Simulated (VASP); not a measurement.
## KF: single point with PBE

Crystal: KF.

```
K F
1.0
     0.00000    2.81288    2.81288
     2.81288    0.00000    2.81288
     2.81288    2.81288    0.00000
K F
1 1
Direct
  0.99990 0.00217 0.00010
  0.50021 0.49553 0.49979
```

```json
{
  "Program": "VASP 6.6.1",
  "Task": "single point",
  "Functional": "PBE",
  "Potentials or basis": "VASP PAW PBE potentials, release 64 (K_sv, F)",
  "Cutoff": "520 eV",
  "k mesh": "3 × 1 × 2",
  "Occupations": "gaussian, width 0.1 eV",
  "Spin": "no spin polarisation",
  "Dipole correction": "no",
  "Further INCAR settings": "ALGO = Normal; EDIFF = 1e-06; NBANDS = 15"
}
```

The pressure is -1.2 GPa, the largest force is 0.021 eV/Å and the band gap on the k mesh is 5.31 eV, direct.

Forces in eV/Å, atoms in the order of the input:
```
K   -0.014  0.000 -0.015
F    0.014  0.000  0.015
```

Stress tensor (GPa, compression positive):
```
-0.68  0.00  4.97
 0.00 -2.29  0.00
 4.97  0.00 -0.69
```

Levels at points of the mesh, in eV from the valence-band top:
```csv
k point,band 4,band 5,band 6,band 7,band 8,band 9,band 10,band 11,band 12,band 13
"(0.00, 0.00, 0.00)",-10.06,-10.04,-0.05,-0.05,0.00,5.31,10.08,10.10,10.13,11.57
"(0.00, 0.00, 0.50)",-10.09,-10.07,-0.69,-0.29,-0.25,8.31,9.41,11.22,11.23,13.18
```

Run time: 9.6 s on 1 thread of Intel Xeon 8259CL, with other jobs on the host, peak memory 0.16 GiB.

Caveat: the k points lie up to 1.93 Å⁻¹ apart.
